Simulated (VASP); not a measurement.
# PbSe in VASP: further runs

Runs on PbSe. Level: PBE. Tasks: electric field gradients, single point.

All numbers are computed with VASP 6.6.1; they aren't measurements. Logs are shortened: lines on timing, memory, paths and dates and some standing lists are left out, and cuts for length are marked.

## Step 1: The cell of the first run

The typed cell holds 4 atoms: a = 5.217 Å, b = 5.217 Å, c = 6.238 Å, α = 90.00°, β = 90.00°, γ = 120.00°.

## Step 2: Electric field gradients, PBE

Input file INCAR:

```
SYSTEM = PbSe
  PREC = Accurate
  ENCUT = 520
  EDIFF = 1E-8
  ISMEAR = -1
  SIGMA = 0.08
  LREAL = .False.
  LASPH = .True.
  NELM = 80
  ALGO = Normal
  ISIF = 2
  LWAVE = .False.
  LCHARG = .False.
  GGA = PE
  LEFG = .True.
  NBANDS = 28
```

Input file KPOINTS:

```
Automatic mesh
0
Gamma
  8 8 5
  0 0 0
```

Input file POSCAR:

```
PbSe
1.0
    5.2170042374      0.0000000000      0.0000000000
   -2.6085021187      4.5180582012      0.0000000000
    0.0000000000      0.0000000000      6.2379148005
Pb Se
2 2
Direct
    0.3333333333      0.6666666667     -0.0620209164
    0.6666666667      0.3333333333      0.4379790836
    0.3333333333      0.6666666667      0.4380209164
    0.6666666667      0.3333333333      0.9380209164
```

Potentials or basis: VASP PAW PBE potentials, release 64 (Pb_d, Se).

Command:

```bash
cat potpaw_PBE.64/Pb_d/POTCAR potpaw_PBE.64/Se/POTCAR > POTCAR
mpirun -np 1 vasp_std > vasp.out
```

OUTCAR:

```text
SYSTEM = PbSe
   PREC = Accurate
   ENCUT = 520
   EDIFF = 1E-8
   ISMEAR = -1
   LREAL = .False.
   LASPH = .True.
   NELM = 80
   ISIF = 2
   GGA = PE

 ion  position               nearest neighbor table
   1  0.333  0.667  0.938-   4 3.01   4 3.01   4 3.01   3 3.12   3 3.12
   2  0.667  0.333  0.438-   3 3.01   3 3.01   3 3.01   4 3.12   4 3.12
   3  0.333  0.667  0.438-   2 3.01   2 3.01   2 3.01   1 3.12   1 3.12
   4  0.667  0.333  0.938-   1 3.01   1 3.01   1 3.01   2 3.12   2 3.12

  LATTYP: Found a hexagonal cell.
 ALAT       =     5.2170042374
 C/A-ratio  =     1.1956890423

  Lattice vectors:

 A1 = (   5.2170042374,   0.0000000000,   0.0000000000)
 A2 = (  -2.6085021187,   4.5180582012,   0.0000000000)
 A3 = (   0.0000000000,   0.0000000000,   6.2379148005)

Analysis of symmetry for initial positions (statically):
=====================================================================
 Subroutine PRICEL returns:
 Original cell was already a primitive cell.

 Routine SETGRP: Setting up the symmetry group for a
 hexagonal supercell.

 Subroutine GETGRP returns: Found 12 space group operations
 (whereof  6 operations were pure point group operations)
 out of a pool of 24 trial point group operations.

The static configuration has the point symmetry C_3v.
 The point group associated with its full space group is C_6v.

Analysis of symmetry for dynamics (positions and initial velocities):
=====================================================================
 Subroutine PRICEL returns:
 Original cell was already a primitive cell.

 Routine SETGRP: Setting up the symmetry group for a
 hexagonal supercell.

 Subroutine GETGRP returns: Found 12 space group operations
 (whereof  6 operations were pure point group operations)
 out of a pool of 24 trial point group operations.

The dynamic configuration has the point symmetry C_3v.
 The point group associated with its full space group is C_6v.

 Subroutine INISYM returns: Found 12 space group operations
 (whereof  6 operations are pure point group operations),
 and found     1 'primitive' translations

----------------------------------------------------------------------------------------

                                     Primitive cell

  volume of cell :     147.0322

  direct lattice vectors                    reciprocal lattice vectors
     5.217004237  0.000000000  0.000000000     0.191680887  0.110667012  0.000000000
    -2.608502119  4.518058201  0.000000000     0.000000000  0.221334023  0.000000000
     0.000000000  0.000000000  6.237914800     0.000000000  0.000000000  0.160309980

  length of vectors
     5.217004237  5.217004237  6.237914800     0.221334023  0.221334023  0.160309980

  position of ions in fractional coordinates (direct lattice)
     0.333333333  0.666666667  0.937979084
     0.666666667  0.333333333  0.437979084
     0.333333333  0.666666667  0.438020916
     0.666666667  0.333333333  0.938020916

  ion indices of the primitive-cell ions
   primitive index   ion index
                 1           1
                 2           2
                 3           3
                 4           4

----------------------------------------------------------------------------------------

 KPOINTS: Automatic mesh

Automatic generation of k-mesh.
 Grid dimensions read from file:
 generate k-points for:    8    8    5

 Generating k-lattice:

  Cartesian coordinates                     Fractional coordinates (reciprocal lattice)
[... 40 lines left out ...]
  0.375000  0.000000  0.400000     12.000000
 [... further k-points ...]
   k-points           NKPTS =     30   k-points in BZ     NKDIM =     30   number of bands    NBANDS=     28
   number of dos      NEDOS =    301   number of ions     NIONS =      4
   total plane-waves  NPLWV =  76800
   dimension x,y,z NGX =    40 NGY =   40 NGZ =   48
   dimension x,y,z NGXF=    80 NGYF=   80 NGZF=   96
   ions per type =               2   2
   NGX,Y,Z   is equivalent  to a cutoff of  12.75, 12.75, 12.79 a.u.
   NGXF,Y,Z  is equivalent  to a cutoff of  25.49, 25.49, 25.58 a.u.
 SYSTEM =  PbSe
   PREC   = accura    normal or accurate (medium, high low for compatibility)
   ISTART =      0    job   : 0-new  1-cont  2-samecut
   ICHARG =      2    charge: 1-file 2-atom 10-const
   ISPIN  =      1    spin polarized calculation?
   LNONCOLLINEAR =      F non collinear calculations
   LSORBIT =      F    spin-orbit coupling
   LASPH  =      T    aspherical Exc in radial PAW
   ENCUT  =  520.0 eV  38.22 Ry    6.18 a.u.   9.70  9.70 11.60*2*pi/ulx,y,z
   NELM   =     80;   NELMIN=  2; NELMDL= -5     # of ELM steps
   EDIFF  = 0.1E-07   stopping-criterion for ELM
   LREAL  =      F    real-space projection
   EDIFFG = 0.1E-06   stopping-criterion for IOM
   NSW    =      0    number of steps for IOM
   IBRION =     -1    ionic relax: 0-MD 1-quasi-New 2-CG
   NFREE  =      0    steps in history (QN), initial steepest desc. (CG)
   ISIF   =      2    stress and relaxation
   ISYM   =      2    0-nonsym 1-usesym 2-fastsym
   POTIM  = 0.5000    time-step for ionic-motion
   TEBEG  =    0.0;   TEEND  =   0.0 temperature during run
   PSTRESS=    0.0 pullay stress
   NELECT =      40.0000    total number of electrons
   NUPDOWN=      -1.0000    fix difference up-down
   EMIN   =  10.00;   EMAX   =-10.00  energy-range for DOS
   EFERMI =   0.00;   METHOD = LEGACY
   ISMEAR =    -1;   SIGMA  =   0.08  broadening in eV -4-tet -1-fermi 0-gaus
   EFERMI_NEDOS =   21; number of points for ismear=-14 and -15
   IALGO  =     38    algorithm
   IMIX   =      4    mixing-type and parameters
     AMIX     =   0.40;   BMIX     =  1.00
     AMIX_MAG =   1.60;   BMIX_MAG =  1.00
  volume/ion in A,a.u.               =      36.76       248.06
  Fermi-wavevector in a.u.,A,eV,Ry     =   1.060777  2.004577 15.309921  1.125247
  Thomas-Fermi vector in A             =   2.196170
   LORBIT       =      0    0 simple, 1 ext, 2 COOP (PROOUT), +10 PAW based schemes
   GGA     = PE    functional components
   LHFCALC =     F    Hartree Fock is set to
   AEXX    =    0.0000 exact exchange contribution
   IVDW    =     0    specifies the selected vdW correction
   LEPSILON=     F    determine dielectric tensor
   LRPA    =     F    only Hartree local field effects (RPA)
 non-spin polarized calculation
  energy-cutoff  :      520.00
  volume of cell :      147.03
 maximum number of plane-waves:      3990
 NGX is ok and might be reduce to    40
   NGX = 19   NGY = 19   NGZ = 23

 number of electron      39.9999996 magnetization

 Free energy of the ion-electron system (eV)
  ---------------------------------------------------
  ext. energy  EPLUGINS =         0.00000000
  ---------------------------------------------------
  free energy    TOTEN  =       -16.09130599 eV

  energy without entropy =      -16.09128505  energy(sigma->0) =      -16.09129552

 E-fermi :   3.4550     XC(G=0):  -8.1288

 val. band max:        2.6899093716   @ k =   0.3750   0.2500   0.4000
 cond. band min:       4.3007633606   @ k =   0.2500   0.1250   0.4000
 fundamental gap:      1.6108539890
 Fermi energy:         3.4549713334

 k-point     1 :       0.0000    0.0000    0.0000
  band No.  band energies     occupation
      1     -13.9298      2.00000
      2     -13.8643      2.00000
      3     -13.8643      2.00000
      4     -13.8636      2.00000
      5     -13.8636      2.00000
      6     -13.8578      2.00000
[... 733 lines left out ...]
     27       9.6190      0.00000
     28       9.8650      0.00000

 [... further k-points ...]

------------------------ aborting loop because EDIFF is reached ----------------------------------------

  FORCE on cell =-STRESS in cart. coord.  units (eV):
  Direction    XX          YY          ZZ          XY          YZ          ZX
  --------------------------------------------------------------------------------------
  -------------------------------------------------------------------------------------
  Total       -0.0149845     -0.0149845     -0.0167891      0.0000000      0.0000000      0.0000000
  in kB       -0.1632828     -0.1632828     -0.1829467      0.0000000      0.0000000      0.0000000
  external PRESSURE =      -0.1698374 kB  Pullay stress =       0.0000000 kB

 VOLUME and BASIS-vectors are now :
 -----------------------------------------------------------------------------
  energy-cutoff  :      520.00
  volume of cell :      147.03
      direct lattice vectors                 reciprocal lattice vectors
     5.217004237  0.000000000  0.000000000     0.191680887  0.110667012  0.000000000
    -2.608502119  4.518058201  0.000000000     0.000000000  0.221334023  0.000000000
     0.000000000  0.000000000  6.237914800     0.000000000  0.000000000  0.160309980

 POSITION                                       TOTAL-FORCE (eV/Angst)
 -----------------------------------------------------------------------------------
     -0.00000      3.01204      5.85103        -0.000000      0.000000      0.000081
      2.60850      1.50602      2.73208         0.000000     -0.000000      0.000081
     -0.00000      3.01204      2.73234         0.000000     -0.000000     -0.000081
      2.60850      1.50602      5.85129        -0.000000      0.000000     -0.000081
 -----------------------------------------------------------------------------------
    total drift:                               -0.000000      0.000000      0.000069

  FREE ENERGIE OF THE ION-ELECTRON SYSTEM (eV)
  ---------------------------------------------------
  free  energy   TOTEN  =       -16.0913059924 eV

  energy  without entropy=      -16.0912850473  energy(sigma->0) =      -16.09129552

 Electric field gradients (V/A^2)
---------------------------------------------------------------------
 ion       V_xx      V_yy      V_zz      V_xy      V_xz      V_yz
---------------------------------------------------------------------
   1     -15.374   -15.374    30.748     0.000     0.000    -0.000
   2     -15.374   -15.374    30.748     0.000    -0.000     0.000
   3       4.499     4.499    -8.999     0.000     0.000    -0.000
   4       4.499     4.499    -8.999     0.000    -0.000     0.000
---------------------------------------------------------------------

 Electric field gradients after diagonalization (V/A^2)
 (convention: |V_zz| > |V_xx| > |V_yy|)
----------------------------------------------------------------------
 ion       V_xx      V_yy      V_zz     asymmetry (V_yy - V_xx)/ V_zz
----------------------------------------------------------------------
   1     -15.374   -15.373    30.748       0.000
   2     -15.374   -15.373    30.748       0.000
   3       4.499     4.499    -8.999       0.000
   4       4.499     4.499    -8.999       0.000
----------------------------------------------------------------------

           NMR quadrupolar parameters

 Cq : quadrupolar parameter    Cq=e*Q*V_zz/h
 eta: asymmetry parameters     (V_yy - V_xx)/ V_zz
 Q  : nuclear electric quadrupole moment in mb (millibarn)
----------------------------------------------------------------------
 ion       Cq(MHz)       eta       Q (mb)
----------------------------------------------------------------------
   1       0.074       0.000       1.000
   2       0.074       0.000       1.000
   3      -0.022       0.000       1.000
   4      -0.022       0.000       1.000
----------------------------------------------------------------------
```

It took 2 min on 1 thread of Intel Xeon Platinum 8259CL at 2.50GHz (Skylake/Cascade Lake), shared host; peak memory 0.32 GiB.

What came out:

```yaml
Free_energy: -16.0913 eV
Pressure: 0.0 GPa
Band_gap_on_the_k_mesh: 1.61 eV (least direct gap 1.70 eV)
Largest_electric_field_gradient_by_atom: Pb +30.7; Se -9.0 V/Å²
```

Levels at points of the mesh, in eV from the valence-band top:
```
           k point  band 18  band 19  band 20  band 21  band 22  band 23
(0.00, 0.00, 0.00)    -1.43    -1.41    -1.41     1.98     1.98     3.40
(0.50, 0.00, 0.00)    -1.81    -1.79    -0.41     2.80     3.38     4.18
```

Electric field gradients, principal values (V/Å²):
| atom | least | middle | greatest (by size) |
| --- | --- | --- | --- |
| 1 Pb | -15.373 | -15.374 | 30.748 |
| 2 Pb | -15.373 | -15.374 | 30.748 |
| 3 Se | 4.499 | 4.499 | -8.999 |
| 4 Se | 4.499 | 4.499 | -8.999 |

Caveat: without QUAD_EFG the Cq values of the log hold for a quadrupole moment of 1 mb, not for the nuclei; spin-orbit coupling is left out, which moves the levels of the heavy elements.

[end of part 1 of 3]
